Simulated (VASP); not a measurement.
Crystal: HoNbSe3.

```
Ho Nb Se
1.0
     4.09728    0.00000    0.00000
     0.00000    4.09728    0.00000
     0.00000    0.00000    8.51177
Ho Nb Se
1 1 3
Direct
  0.00000 0.00000 0.00000
  0.50000 0.50000 0.00000
  0.50000 0.50000 0.77568
  0.50000 0.50000 0.22432
  0.50000 0.50000 0.50000
```

The cell was generated, and may not be a known phase.

| Quantity | Value |
| --- | --- |
| Program | VASP 6.6.1 |
| Task | relaxation of cell and atoms |
| Functional | PBE |
| Potentials or basis | VASP PAW PBE potentials, release 64 (Ho_3, Nb_sv, Se), 4f in core |
| Cutoff | 500 eV |
| k mesh | 4 × 4 × 2 |
| Occupations | gaussian, width 0.1 eV |
| Spin | no spin polarisation |

At the start: pressure 31.8 GPa; volume 28.58 Å³/atom.

Task: Where does the relaxation end?

Result: Over 19 steps the energy falls by 1471.8 meV/atom and the volume is 33.87 Å³/atom (+18.5 %); space group P4/mmm (No. 123, to 0.1 Å) before and after.

The path:
| step | energy change (eV) | largest force (eV/Å) | pressure (GPa) | volume (Å³) |
| --- | --- | --- | --- | --- |
| 1 | 0.0000 | 17.1246 | 31.82 | 142.89 |
| 2 | 0.5674 | 1.5269 | -5.65 | 267.02 |
| 3 | -0.1191 | 1.3179 | -5.24 | 251.36 |
| 4 | -0.6539 | 1.0593 | -5.10 | 239.32 |
| 5 | -3.9547 | 2.1889 | -4.12 | 190.06 |
| 6 | -6.0135 | 5.0365 | 1.06 | 166.22 |
| 7 | -6.0334 | 4.9852 | 8.93 | 154.49 |
| 8 | -6.1699 | 5.3109 | 3.67 | 161.38 |
| 9 | -6.1867 | 5.3252 | 4.49 | 160.10 |
| 10 | -6.3948 | 1.4033 | -5.41 | 182.58 |
| 11 | -6.9281 | 2.2562 | -2.33 | 170.95 |
| 12 | -6.9324 | 2.3764 | -1.99 | 170.16 |
| 13 | -7.3338 | 0.1455 | 1.38 | 166.74 |
| 14 | -7.3446 | 0.3071 | 0.76 | 167.19 |
| 15 | -7.3445 | 0.2483 | 0.84 | 167.13 |
| 16 | -7.3577 | 0.1370 | -0.06 | 169.75 |
| 17 | -7.3587 | 0.0612 | 0.12 | 169.18 |
| 18 | -7.3589 | 0.0372 | -0.04 | 169.47 |
| 19 | -7.3589 | 0.0005 | 0.02 | 169.36 |

Final structure:
```cif
data_structure
_symmetry_space_group_name_H-M 'P 1'
_symmetry_Int_Tables_number 1
_cell_length_a 4.1678
_cell_length_b 4.1678
_cell_length_c 9.7496
_cell_angle_alpha 90.000
_cell_angle_beta 90.000
_cell_angle_gamma 90.000
_cell_volume 169.36
loop_
_atom_site_label
_atom_site_type_symbol
_atom_site_fract_x
_atom_site_fract_y
_atom_site_fract_z
_atom_site_occupancy
Ho1 Ho 0.00000 0.00000 0.00000 1
Nb1 Nb 0.50000 0.50000 0.00000 1
Se1 Se 0.50000 0.50000 0.75537 1
Se2 Se 0.50000 0.50000 0.24463 1
Se3 Se 0.50000 0.50000 0.50000 1
```

Caveat: the k points lie up to 0.38 Å⁻¹ apart in the final cell, too coarse for converged energies and pressures of a metal; the volume moved by over 15 % at a fixed basis, so the end points are rough; the run has no spin polarisation, though such a crystal can be magnetic.
